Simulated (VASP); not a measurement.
A run of VASP 6.6.1:

POSCAR

```
Al
1.0
    2.5836678499      0.0000000000      0.0000000000
    0.0000000000      2.5836678499      0.0000000000
    0.0000000000      0.0000000000      2.5836678499
Al
1
Direct
    0.0000000000      0.0000000000      0.0000000000
```

File INCAR.step1:

```
PREC     = Accurate       # precision mode
ENCUT    = 520            # plane-wave cutoff, eV
ISMEAR   = 0              # smearing method
SIGMA    = 0.1            # smearing width, eV
LREAL    = F              # projectors in reciprocal space
LASPH    = T              # aspherical terms in the spheres
NELM     = 100            # most SCF steps
NBANDS   = 8              # bands
GGA      = PE             # functional
ALGO     = Normal         # electronic algorithm
EDIFF    = 1E-4           # SCF threshold, eV
LWAVE    = T              # write WAVECAR
LCHARG   = F              # write CHGCAR
```

Contents of INCAR.step2:

```
PREC     = Accurate       # precision mode
ENCUT    = 520            # plane-wave cutoff, eV
EDIFF    = 1E-6           # SCF threshold, eV
ISMEAR   = 0              # smearing method
SIGMA    = 0.1            # smearing width, eV
LREAL    = F              # projectors in reciprocal space
LASPH    = T              # aspherical terms in the spheres
NELM     = 100            # most SCF steps
ALGO     = Normal         # electronic algorithm
ISIF     = 2              # what is computed and relaxed
LWAVE    = F              # write WAVECAR
LCHARG   = F              # write CHGCAR
METAGGA  = R2SCAN         # meta-GGA
LMIXTAU  = T            
NBANDS   = 8              # bands
ISTART   = 1
```

File KPOINTS:

```
Automatic mesh
0
Gamma
  8 8 8
```

Potentials or basis: VASP PAW PBE potentials, release 64 (Al).

Launch:

```bash
$ cat potpaw_PBE.64/Al/POTCAR > POTCAR
$ cp INCAR.step1 INCAR
$ mpirun -np 1 vasp_std > vasp.out
$ cp INCAR.step2 INCAR
$ mpirun -np 1 vasp_std > vasp.out
```

Hardware: 1 thread of Intel(R) Xeon(R) Platinum 8259CL CPU @ 2.50GHz (Skylake/Cascade Lake) (shared host).

How long does it take, and how much memory?

Run time: 12 s on 1 thread of Intel(R) Xeon(R) Platinum 8259CL CPU @ 2.50GHz (Skylake/Cascade Lake) (shared host), peak memory 0.12 GiB. Counts: k points 35.
